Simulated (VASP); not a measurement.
# Br (P1) in VASP: single point with PBE+D3(BJ)

Aim: the single point of Br with PBE+D3(BJ).

Everything below comes from runs of VASP 6.6.1. Logs are shortened: lines on timing, memory, paths and dates and some standing lists are left out, and cuts for length are marked.

### 1 The cell of the first run

The typed cell holds 16 atoms: a = 8.592 Å, b = 8.592 Å, c = 8.815 Å, α = 110.47°, β = 110.47°, γ = 106.40°.

### 2 Single point, PBE+D3(BJ)

File INCAR:

```
PREC = Accurate ; ENCUT = 520
EDIFF = 1E-7 ; ISMEAR = -1
SIGMA = 0.05 ; LREAL = Auto
LASPH = True ; NELM = 60
ALGO = Normal ; ISIF = 2
LWAVE = False ; LCHARG = False
GGA = PE ; IVDW = 12
NBANDS = 70
```

File KPOINTS:

```
Automatic mesh
0
Gamma
  2 2 2
  0.5 0.5 0.5
```

File POSCAR:

```
Br
1.0
    5.1470736200     -6.8799888000      0.0000000000
    5.1470736200      6.8799888000      0.0000000000
   -5.1470736200      0.0000000000      7.1559823200
Br
16
Direct
    0.7460813007     -0.0095321387      0.5048174854
    0.4904839574     -0.0115997088     -0.0162722593
    0.7580675466      0.2554988505      0.0244830119
    0.2403088070      0.0094529080      0.4810686844
    0.0046167056     -0.0020399913      0.0004397719
    0.5143017735      0.2743462957      0.5155880542
    0.2539530770      0.2268688760     -0.0232170780
    0.7486708767      0.5127254345      0.4937055239
    0.5102876597      0.4981780469      0.0012084994
    0.7480349115      0.7555391388     -0.0032959835
   -0.0032022163      0.2428531261      0.5024569429
    0.2496921181      0.5070506766      0.5228252157
    0.0012198474      0.5002295260      0.0076196387
    0.4821539049      0.7485162571      0.5018894457
    0.2603321764      0.7320101245     -0.0048911524
   -0.0050024591      0.7599024198      0.4915740205
```

Potentials or basis: VASP PAW PBE potentials, release 64 (Br).

Command:

```console
cat potpaw_PBE.64/Br/POTCAR > POTCAR
mpirun -np 1 vasp_std > vasp.out
```

OUTCAR:

```text
PREC = Accurate
   ENCUT = 520
   EDIFF = 1E-7
   ISMEAR = -1
   LREAL = Auto
   LASPH = True
   NELM = 60
   ISIF = 2
   GGA = PE
   IVDW = 12
 IVDW          = 12

 ion  position               nearest neighbor table
   1  0.746  0.990  0.505-  14 2.59  11 2.60
   2  0.490  0.988  0.984-   3 2.56  15 2.57
   3  0.758  0.255  0.024-   2 2.56  13 2.60
   4  0.240  0.009  0.481-  16 2.60   6 2.61
   5  0.005  0.998  0.000-  10 2.55   7 2.59
   6  0.514  0.274  0.516-   8 2.55   4 2.61
[... 8 lines left out ...]
  15  0.260  0.732  0.995-   2 2.57  13 2.60
  16  0.995  0.760  0.492-   8 2.55   4 2.60

  LATTYP: Found a face centered orthorhombic cell.
 ALAT       =    10.2941472400
 B/A-ratio  =     1.3366796957
 C/A-ratio  =     1.3903011397

  Lattice vectors:

 A1 = (   0.0000000000,   6.8799888000,   7.1559823200)
 A2 = (   5.1470736200,   0.0000000000,   7.1559823200)
 A3 = (   5.1470736200,   6.8799888000,   0.0000000000)

Analysis of symmetry for initial positions (statically):
=====================================================================
 Subroutine PRICEL returns:
 Original cell was already a primitive cell.

 Routine SETGRP: Setting up the symmetry group for a
 face centered orthorhombic supercell.

 Subroutine GETGRP returns: Found  1 space group operations
 (whereof  1 operations were pure point group operations)
 out of a pool of  8 trial point group operations.

The static configuration has the point symmetry C_1 .

Analysis of symmetry for dynamics (positions and initial velocities):
=====================================================================
 Subroutine PRICEL returns:
 Original cell was already a primitive cell.

 Routine SETGRP: Setting up the symmetry group for a
 face centered orthorhombic supercell.

 Subroutine GETGRP returns: Found  1 space group operations
 (whereof  1 operations were pure point group operations)
 out of a pool of  8 trial point group operations.

The dynamic configuration has the point symmetry C_1 .

 Subroutine INISYM returns: Found  1 space group operations
 (whereof  1 operations are pure point group operations),
 and found     1 'primitive' translations

----------------------------------------------------------------------------------------

                                     Primitive cell

  volume of cell :     506.8126

  direct lattice vectors                    reciprocal lattice vectors
     5.147073620 -6.879988800  0.000000000     0.097142578 -0.072674537  0.069871609
     5.147073620  6.879988800  0.000000000     0.097142578  0.072674537  0.069871609
    -5.147073620  0.000000000  7.155982320     0.000000000  0.000000000  0.139743218

  length of vectors
     8.592241427  8.592241427  8.814785863     0.140001109  0.140001109  0.139743218

  position of ions in fractional coordinates (direct lattice)
     0.746081301  0.990467861  0.504817485
     0.490483957  0.988400291  0.983727741
     0.758067547  0.255498850  0.024483012
     0.240308807  0.009452908  0.481068684
     0.004616706  0.997960009  0.000439772
     0.514301774  0.274346296  0.515588054
[... 8 lines left out ...]
     0.260332176  0.732010125  0.995108848
     0.994997541  0.759902420  0.491574021

  ion indices of the primitive-cell ions
   primitive index   ion index
                 1           1
                 2           2
                 3           3
                 4           4
                 5           5
                 6           6
[... 8 lines left out ...]
                15          15
                16          16

----------------------------------------------------------------------------------------

 KPOINTS: Automatic mesh

Automatic generation of k-mesh.
 Grid dimensions read from file:
 generate k-points for:    2    2    2

 Generating k-lattice:

  Cartesian coordinates                     Fractional coordinates (reciprocal lattice)
     0.048571289 -0.036337268  0.034935805     0.500000000 -0.000000000  0.000000000
     0.048571289  0.036337268  0.034935805    -0.000000000  0.500000000  0.000000000
     0.000000000  0.000000000  0.069871609     0.000000000  0.000000000  0.500000000

  Length of vectors
     0.070000555  0.070000555  0.069871609

  Shift w.r.t. Gamma in fractional coordinates (k-lattice)
     0.500000000  0.500000000  0.500000000

 Subroutine IBZKPT returns following result:
 ===========================================

 Found      4 irreducible k-points:

 Following reciprocal coordinates:
            Coordinates               Weight
  0.250000  0.250000  0.250000      2.000000
 -0.250000  0.250000  0.250000      2.000000
 -0.250000  0.250000 -0.250000      2.000000
 -0.250000 -0.250000  0.250000      2.000000
   k-points           NKPTS =      4   k-points in BZ     NKDIM =      4   number of bands    NBANDS=     70
   number of dos      NEDOS =    301   number of ions     NIONS =     16
   total plane-waves  NPLWV = 286720
   dimension x,y,z NGX =    64 NGY =   64 NGZ =   70
   dimension x,y,z NGXF=   128 NGYF=  128 NGZF=  140
   ions per type =              16
   NGX,Y,Z   is equivalent  to a cutoff of  12.38, 12.38, 13.20 a.u.
   NGXF,Y,Z  is equivalent  to a cutoff of  24.77, 24.77, 26.40 a.u.
 SYSTEM =  unknown system
   PREC   = accura    normal or accurate (medium, high low for compatibility)
   ISTART =      0    job   : 0-new  1-cont  2-samecut
   ICHARG =      2    charge: 1-file 2-atom 10-const
   ISPIN  =      1    spin polarized calculation?
   LNONCOLLINEAR =      F non collinear calculations
   LSORBIT =      F    spin-orbit coupling
   LASPH  =      T    aspherical Exc in radial PAW
   ENCUT  =  520.0 eV  38.22 Ry    6.18 a.u.  15.98 15.98 16.39*2*pi/ulx,y,z
   NELM   =     60;   NELMIN=  2; NELMDL= -5     # of ELM steps
   EDIFF  = 0.1E-06   stopping-criterion for ELM
   LREAL  =      T    real-space projection
   EDIFFG = 0.1E-05   stopping-criterion for IOM
   NSW    =      0    number of steps for IOM
   IBRION =     -1    ionic relax: 0-MD 1-quasi-New 2-CG
   NFREE  =      0    steps in history (QN), initial steepest desc. (CG)
   ISIF   =      2    stress and relaxation
   ISYM   =      2    0-nonsym 1-usesym 2-fastsym
   POTIM  = 0.5000    time-step for ionic-motion
   TEBEG  =    0.0;   TEEND  =   0.0 temperature during run
   PSTRESS=    0.0 pullay stress
   NELECT =     112.0000    total number of electrons
   NUPDOWN=      -1.0000    fix difference up-down
   EMIN   =  10.00;   EMAX   =-10.00  energy-range for DOS
   EFERMI =   0.00;   METHOD = LEGACY
   ISMEAR =    -1;   SIGMA  =   0.05  broadening in eV -4-tet -1-fermi 0-gaus
   EFERMI_NEDOS =   21; number of points for ismear=-14 and -15
   IALGO  =     38    algorithm
   IMIX   =      4    mixing-type and parameters
     AMIX     =   0.40;   BMIX     =  1.00
     AMIX_MAG =   1.60;   BMIX_MAG =  1.00
  volume/ion in A,a.u.               =      31.68       213.76
  Fermi-wavevector in a.u.,A,eV,Ry     =   0.989764  1.870383 13.328717  0.979633
  Thomas-Fermi vector in A             =   2.121386
   LORBIT       =      0    0 simple, 1 ext, 2 COOP (PROOUT), +10 PAW based schemes
   GGA     = PE    functional components
   LHFCALC =     F    Hartree Fock is set to
   AEXX    =    0.0000 exact exchange contribution
   IVDW    =    12    specifies the selected vdW correction
   LEPSILON=     F    determine dielectric tensor
   LRPA    =     F    only Hartree local field effects (RPA)
 non-spin polarized calculation
  energy-cutoff  :      520.00
  volume of cell :      506.81
 maximum number of plane-waves:     13673
   NGX = 31   NGY = 31   NGZ = 33

 number of electron     111.9999999 magnetization

 Free energy of the ion-electron system (eV)
  ---------------------------------------------------
  ext. energy  EPLUGINS =         0.00000000
  ---------------------------------------------------
  free energy    TOTEN  =       -25.69801068 eV

  energy without entropy =      -25.68285161  energy(sigma->0) =      -25.69043115

 E-fermi :   0.3183     XC(G=0):  -8.1820

 val. band max:        0.1112390526   @ k =  -0.2500   0.2500   0.2500
 cond. band min:       0.5141497630   @ k =  -0.2500  -0.2500   0.2500
 fundamental gap:      0.4029107104
 Fermi energy:         0.3182931646

 k-point     1 :       0.2500    0.2500    0.2500
  band No.  band energies     occupation
      1     -15.2407      2.00000
      2     -15.1901      2.00000
      3     -15.0958      2.00000
      4     -15.0223      2.00000
      5     -14.9389      2.00000
      6     -14.8967      2.00000
[... 60 lines left out ...]
     67       7.4167      0.00000
     68       7.4722      0.00000

 k-point     2 :      -0.2500    0.2500    0.2500
  band No.  band energies     occupation
      1     -15.4866      2.00000
      2     -15.3487      2.00000
      3     -15.1747      2.00000
      4     -15.1086      2.00000
      5     -14.3867      2.00000
      6     -14.3698      2.00000
[... 60 lines left out ...]
     67       7.3531      0.00000
     68       7.3658      0.00000

 k-point     3 :      -0.2500    0.2500   -0.2500
  band No.  band energies     occupation
      1     -15.4872      2.00000
      2     -15.3471      2.00000
      3     -15.1742      2.00000
      4     -15.1104      2.00000
      5     -14.3863      2.00000
      6     -14.3714      2.00000
[... 60 lines left out ...]
     67       7.3482      0.00000
     68       7.3658      0.00000

 k-point     4 :      -0.2500   -0.2500    0.2500
  band No.  band energies     occupation
      1     -15.3061      2.00000
      2     -15.1206      2.00000
      3     -15.0411      2.00000
      4     -15.0197      2.00000
      5     -14.9601      2.00000
      6     -14.9317      2.00000
[... 60 lines left out ...]
     67       7.9443      0.00000
     68       7.9711      0.00000
 [bands above 68 left out]

------------------------ aborting loop because EDIFF is reached ----------------------------------------

 Edisp (eV)   -3.60785

 E8    (eV) :    -1.4227

  FORCE on cell =-STRESS in cart. coord.  units (eV):
  Direction    XX          YY          ZZ          XY          YZ          ZX
  --------------------------------------------------------------------------------------
  -------------------------------------------------------------------------------------
  Total      -1.70599    -3.43717    -0.49801     0.06593     0.09504     0.01058
  in kB      -5.39311   -10.86586    -1.57435     0.20844     0.30044     0.03343
  external pressure =       -5.94 kB  Pullay stress =        0.00 kB

 VOLUME and BASIS-vectors are now :
 -----------------------------------------------------------------------------
  energy-cutoff  :      520.00
  volume of cell :      506.81
      direct lattice vectors                 reciprocal lattice vectors
     5.147073620 -6.879988800  0.000000000     0.097142578 -0.072674537  0.069871609
     5.147073620  6.879988800  0.000000000     0.097142578  0.072674537  0.069871609
    -5.147073620  0.000000000  7.155982320     0.000000000  0.000000000  0.139743218

 POSITION                                       TOTAL-FORCE (eV/Angst)
 -----------------------------------------------------------------------------------
      6.33981      1.68138      3.61247         0.113438      0.190434      0.063045
      2.54861      3.42566      7.03954        -0.012663     -0.204164      0.118149
      5.09088     -3.45767      0.17520         0.230269      0.103005     -0.133985
     -1.19055     -1.58829      3.44252        -0.019969     -0.162732      0.083889
      5.15807      6.83419      0.00315         0.163812     -0.019846      0.015687
      1.40546     -1.65089      3.68954        -0.301660      0.002708     -0.097144
[... 8 lines left out ...]
     -0.01424      3.24514      7.12098        -0.145369      0.312038      0.128791
      6.50243     -1.61745      3.51769         0.141256     -0.034208      0.100463
 -----------------------------------------------------------------------------------
    total drift:                                0.003810     -0.005921     -0.005042

  FREE ENERGIE OF THE ION-ELECTRON SYSTEM (eV)
  ---------------------------------------------------
  free  energy   TOTEN  =       -29.3058624156 eV

  energy  without entropy=      -29.2907033414  energy(sigma->0) =      -29.29828288
```

Wall time 2.2 min (1 thread of Intel Xeon 6975P-C (Granite Rapids), shared host); peak memory 0.57 GiB.

Results:

* Free energy: -29.3059 eV
* Pressure: -0.6 GPa
* Largest force: 0.368 eV/Å
* Band gap on the k mesh: zero (bands 56 and 57 overlap by 0.55 eV)
* Dispersion energy per atom: -0.225 eV

Forces in eV/Å, atoms in the order of the input:
```
Br   0.113  0.190  0.063
Br  -0.013 -0.204  0.118
Br   0.230  0.103 -0.134
Br  -0.020 -0.163  0.084
Br   0.164 -0.020  0.016
Br  -0.302  0.003 -0.097
Br  -0.005  0.179  0.120
Br  -0.105 -0.094 -0.038
Br  -0.139  0.009  0.010
Br  -0.096 -0.087 -0.076
Br  -0.108  0.052 -0.035
Br   0.029  0.061 -0.109
Br   0.011 -0.205 -0.104
Br   0.244 -0.102 -0.047
Br  -0.145  0.312  0.129
Br   0.141 -0.034  0.100
```

Stress tensor (GPa, compression positive):
```
-0.54  0.02  0.00
 0.02 -1.09  0.03
 0.00  0.03 -0.16
```

Caveat: the k points lie up to 0.44 Å⁻¹ apart, too coarse for converged energies and pressures of a metal; the atoms stand as in a frame of molecular dynamics.
